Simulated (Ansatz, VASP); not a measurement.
# LuGaP2: VASP beside Ansatz

```
Ga P Lu
1.0
     3.76973    0.00000    0.00000
     0.00000    3.76973    0.00000
     0.00000    0.00000    5.53873
Ga P Lu
1 2 1
Direct
  0.00000 0.00000 0.00000
  0.00000 0.00000 0.50000
  0.50000 0.50000 0.00000
  0.50000 0.50000 0.50000
```

Alike in both runs: task single point; functional PBE; k mesh 3 × 3 × 3; occupations fermi-dirac, width 0.02 eV; no spin polarisation.

|  | VASP | Ansatz |
| --- | --- | --- |
| version | VASP 6.6.1 | Ansatz 0.2.0 |
| potentials or method | VASP PAW PBE potentials, release 64 (Ga_d, P, Lu) | plane waves |
| plane-wave cutoff (eV) | 520 | 420 |
| valence electrons in the cell | 48 | 48 |

|  | VASP | Ansatz | Ansatz less VASP |
| --- | --- | --- | --- |
| pressure (GPa) | 2.1 | 1.8 | -0.21 |

The k mesh is coarse, so the values compare programs but aren't converged. Neither program's run includes spin-orbit coupling.
